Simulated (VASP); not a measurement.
Crystal: MnO2.

```
Mn O
1.0
     2.85658    0.00000    0.00000
    -1.42829    2.47387    0.00000
     0.00000    0.00000    4.60137
Mn O
1 2
Direct
  0.00000 0.00000 0.50000
  0.33333 0.66667 0.70629
  0.66667 0.33333 0.29371
```

Program: VASP 6.6.1. Alike in all runs: task single point; spin collinear, ferromagnetic start; cell as given; k mesh 11 × 11 × 6; cutoff (eV) 520; smearing fermi-dirac 0.05 eV.

Q: Order these runs on this cell by their pressure, lowest first.
A. level PBE; potentials or basis VASP PAW PBE potentials, release 64 (Mn_pv, O)
B. level r2SCAN; potentials or basis VASP PAW PBE potentials, release 64 (Mn_pv, O)
C. level LDA; potentials or basis VASP PAW LDA potentials, release 64 (Mn_pv, O)
D. level PBEsol; potentials or basis VASP PAW PBE potentials, release 64 (Mn_pv, O)

A: C (-8.1 GPa), D (-1.2 GPa), B (0.3 GPa), A (5.8 GPa).

Caveats: a cell with one magnetic atom can't hold antiferromagnetic order, which such compounds often take; the PAW data sets were made with another functional, which shifts forces and pressure a little (at least some runs); the cell stands under tension (at least some runs); the cell stands under pressure (at least some runs).
